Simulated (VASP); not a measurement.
Runs of VASP 6.6.1 on La5Mg. The structure is that of space group P-62m (No. 189), or close to it. The cells are those of the table. 

| cell | gap on the mesh (eV) | pressure (GPa) | largest force (eV/Å) |
| --- | --- | --- | --- |
| a = 6.255, b = 6.255, c = 5.666 Å, angles 90.0, 90.0, 120.0°, 6 atoms | none | (a) | 0.06 |
| a = 6.598, b = 6.598, c = 5.977 Å, angles 90.0, 90.0, 120.0°, 6 atoms | none | -4.8 | 0.03 |
| a = 6.431, b = 6.431, c = 5.826 Å, angles 90.0, 90.0, 120.0°, 6 atoms | none | (b) | 0.07 |
| a = 6.344, b = 6.344, c = 5.747 Å, angles 90.0, 90.0, 120.0°, 6 atoms | none | -2.5 | 0.07 |
| a = 6.516, b = 6.516, c = 5.902 Å, angles 90.0, 90.0, 120.0°, 6 atoms | none | -4.2 | 0.05 |

Alike in all rows: task single point; level LDA; potentials or basis VASP PAW LDA potentials, release 64 (La, Mg); no spin polarisation; k mesh 4 × 4 × 4; cutoff (eV) 520; smearing methfessel-paxton 0.05 eV.

**Question.** Fill in the values left out.

**Answer.** (a) -1.4; (b) -3.4.

Caveats: spin-orbit coupling is left out, which moves the levels of the heavy elements; the cell stands under tension (at least some runs).

A k mesh can miss the band edges, and the runs leave out spin-orbit coupling on La.

A gap of «none» marks levels without a gap at the run's occupations.
